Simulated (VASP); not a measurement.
The system is Yb.

```
Yb
1.0
    -2.13704    2.13704    2.13704
     2.13704   -2.13704    2.13704
     2.13704    2.13704   -2.13704
Yb
1
Direct
  0.00000 0.00000 0.00000
```

This cell differs from its parent crystal: volume scaled by 0.98.

Base run:

| Item | Value |
| --- | --- |
| Program | VASP 6.6.1 |
| Functional | PBEsol |
| Potentials or basis | VASP PAW PBE potentials, release 64 (Yb) |
| Cutoff | 520 eV |
| k mesh | 12 × 12 × 12 |
| Occupations | fermi-dirac, width 0.05 eV |
| Spin | no spin polarisation |

Its results: band gap on the k mesh zero (band 12 reaches 1.55 eV, above the bottom of band 13 at 0.90 eV); pressure -3.6 GPa.

Problem. The run is repeated on the same cell with these changes: further incar settings from ALGO = Normal; EDIFF = 1e-08; NBANDS = 18 to ALGO = Normal; EDIFF = 1e-07; NBANDS = 18. What comes out?

Solution. Band gap on the k mesh zero (band 12 reaches 1.55 eV, above the bottom of band 13 at 0.90 eV); pressure -4.6 GPa.

Caveats: the PAW data sets were made with another functional, which shifts forces and pressure a little; spin-orbit coupling is left out, which moves the levels of the heavy elements.
